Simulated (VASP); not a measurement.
Write the native input for VASP 6.6.1 that does the following.

| Property | Result |
| --- | --- |
| Task | single point |
| Functional | PBEsol |
| Potentials or basis | VASP PAW PBE potentials, release 64 (Si, Ni) |
| Cutoff | 520 eV |
| k mesh | 8 × 10 × 6 |
| Occupations | gaussian, width 0.1 eV |
| Spin | no spin polarisation |
| Dipole correction | no |
| Further INCAR settings | ALGO = Fast; EDIFF = 1e-06; NBANDS = 60 |

The structure of SiNi2 lies in POSCAR:

```
SiNi2
1.0
    4.7116415215      0.0000000000      0.0000000000
    0.0000000000      3.6069993758      0.0000000000
    0.0000000000      0.0000000000      6.8214697649
Si Ni
4 8
Direct
    0.3009655284      0.7500000000      0.6106277557
    0.6990344716      0.2500000000      0.3893722443
    0.1990344716      0.2500000000      0.1106277557
    0.8009655284      0.7500000000      0.8893722443
    0.9544062840      0.7500000000      0.2130679963
    0.0455937160      0.2500000000      0.7869320037
    0.5455937160      0.2500000000      0.7130679963
    0.4544062840      0.7500000000      0.2869320037
    0.8275249016      0.7500000000      0.5612290217
    0.1724750984      0.2500000000      0.4387709783
    0.6724750984      0.2500000000      0.0612290217
    0.3275249016      0.7500000000      0.9387709783
```

One way to write it, as run:

INCAR

```
PREC = Accurate
ENCUT = 520
EDIFF = 1E-6
ISMEAR = 0
SIGMA = 0.1
LREAL = F
LASPH = T
NELM = 100
ALGO = Fast
ISIF = 2
LWAVE = F
LCHARG = F
GGA = PS
NBANDS = 60
```

KPOINTS

```
regular mesh
0
Gamma
  8 10 6
```

Potentials or basis: VASP PAW PBE potentials, release 64 (Si, Ni).

Run with:

```bash
$ cat potpaw_PBE.64/Si/POTCAR potpaw_PBE.64/Ni/POTCAR > POTCAR
$ mpirun -np 1 vasp_std > vasp.out
```

Results of the run:

```json
{"Pressure": "25.7 GPa", "Largest force": "0.030 eV/Å", "Band gap on the k mesh": "zero (bands 48 and 49 overlap by 2.24 eV)"}
```

Caveat: the cell stands under pressure; the PAW data sets were made with another functional, which shifts forces and pressure a little.

It took 12 min on 1 thread of Intel(R) Xeon(R) 6975P-C (Granite Rapids), with other jobs on the host, peak memory 0.64 GiB.
